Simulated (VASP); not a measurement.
The system is AlFe.

```xyz
2
Lattice="2.7014 0.0000 0.0000 0.0000 2.7014 0.0000 0.0000 0.0000 2.7014" Properties=species:S:1:pos:R:3 pbc="T T T"
Al    0.0000    0.0000    0.0000
Fe    1.3507    1.3507    1.3507
```

This cell differs from its parent crystal: volume scaled by 0.8.

Base run:

| Property | Result |
| --- | --- |
| Program | VASP 6.6.1 |
| Functional | PBE |
| Potentials or basis | VASP PAW PBE potentials, release 64 (Al, Fe) |
| Cutoff | 520 eV |
| k mesh | 11 × 11 × 11 |
| Occupations | fermi-dirac, width 0.1 eV |
| Spin | no spin polarisation |

Its results: pressure 48.0 GPa.

**Question.** The run is repeated on the same cell with these changes: spin from no spin polarisation to collinear spin, ferromagnetic start; further incar settings from ALGO = Normal; EDIFF = 1e-07; NBANDS = 12 to ALGO = Normal; EDIFF = 1e-06; NBANDS = 16. What comes out?

**Answer.** Pressure 48.8 GPa; net moment 0.51 μB per cell; site moments Al -0.01; Fe +0.52 μB.
